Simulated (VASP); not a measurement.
Be2SbP3:

```xyz
6
Lattice="4.1405 0.0000 0.0000 0.0000 4.1405 0.0000 0.0000 0.0000 3.9089" Properties=species:S:1:pos:R:3 pbc="T T T"
Be    0.0000    2.0702    0.0000
Be    2.0702    0.0000    0.0000
Sb    2.0702    2.0702    1.9544
P     0.0000    2.0702    1.9544
P     2.0702    0.0000    1.9544
P     2.0702    2.0702    0.0000
```

The cell was generated, and may not be a known phase.

- Program: VASP 6.6.1
- Task: relaxation of cell and atoms
- Functional: PBE
- Potentials or basis: VASP PAW PBE potentials, release 64 (Be, Sb, P)
- Cutoff: 600 eV
- k mesh: 4 × 4 × 4
- Occupations: gaussian, width 0.1 eV
- Spin: no spin polarisation

At the start: pressure 164.3 GPa; volume 11.17 Å³/atom.

Problem. How do energy, volume and symmetry change on relaxing?

Solution. Over 10 steps the energy falls by 2938.8 meV/atom and the volume is 21.02 Å³/atom (+88.2 %); space group P4/mmm (No. 123, to 0.1 Å) before and after.

The path:
| step | energy change (eV) | largest force (eV/Å) | pressure (GPa) | volume (Å³) |
| --- | --- | --- | --- | --- |
| 1 | 0.0000 | 0.0000 | 164.28 | 67.01 |
| 2 | -10.0085 | 0.0000 | -9.63 | 247.82 |
| 3 | -17.2450 | 0.0000 | -2.32 | 128.75 |
| 4 | -17.2882 | 0.0000 | -1.13 | 126.08 |
| 5 | -17.3122 | 0.0000 | 1.37 | 121.46 |
| 6 | -17.3126 | 0.0000 | 0.60 | 122.77 |
| 7 | -17.5381 | 0.0000 | -0.75 | 125.34 |
| 8 | -17.6282 | 0.0000 | -0.92 | 127.56 |
| 9 | -17.6310 | 0.0000 | 0.49 | 125.25 |
| 10 | -17.6329 | 0.0000 | -0.06 | 126.13 |

Final structure:
```xyz
6
Lattice="5.1162 0.0000 0.0000 0.0000 5.1162 0.0000 0.0000 0.0000 4.8187" Properties=species:S:1:pos:R:3 pbc="T T T"
Be    0.0000    2.5581    0.0000
Be    2.5581    0.0000    0.0000
Sb    2.5581    2.5581    2.4093
P     0.0000    2.5581    2.4093
P     2.5581    0.0000    2.4093
P     2.5581    2.5581    0.0000
```

Caveat: the k points lie up to 0.33 Å⁻¹ apart in the final cell, too coarse for converged energies and pressures of a metal; the volume moved by over 15 % at a fixed basis, so the end points are rough.
